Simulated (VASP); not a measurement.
**SiGe: single point with PBEsol**

The system is SiGe.

```
Si Ge
1.0
     3.86159    0.00000    0.00000
    -1.93080    3.34424    0.00000
     0.00000    0.00000    6.37835
Si Ge
2 2
Direct
  0.33333 0.66667 0.00002
  0.66667 0.33333 0.50002
  0.33333 0.66667 0.37398
  0.66667 0.33333 0.87398
```

```yaml
Program: VASP 6.6.1
Task: single point
Functional: PBEsol
Potentials_or_basis: VASP PAW PBE potentials, release 64 (Si, Ge_d)
Cutoff: 500 eV
k_mesh: 9 × 9 × 6
Occupations: gaussian, width 0.01 eV
Spin: no spin polarisation
Dipole_correction: no
Further_INCAR_settings: ALGO = Normal; EDIFF = 1e-06; NBANDS = 26
```

```
Pressure               : 2.6 GPa
Band gap on the k mesh : 0.33 eV (least direct gap 0.49 eV)
```

Stress tensor (GPa, compression positive):
```
2.54 0.00 0.00
0.00 2.54 0.00
0.00 0.00 2.63
```

Levels at points of the mesh, in eV from the valence-band top:
```
           k point  band 14  band 15  band 16  band 17  band 18  band 19  band 20  band 21  band 22  band 23
(0.00, 0.00, 0.00)    -1.64    -1.64    -0.34     0.00     0.00     0.49     1.74     2.01     2.01     2.74
(0.00, 0.00, 0.50)    -4.65    -1.01    -1.01    -1.01    -1.01     1.30     1.30     3.08     3.08     3.08
```

It took 88 s on 1 thread of AMD EPYC 7R13 (shared host), peak memory 0.2 GiB.

Caveat: semilocal functionals underestimate gaps, and a narrow one can read as zero; the PAW data sets were made with another functional, which shifts forces and pressure a little. A k mesh can miss the band edges.
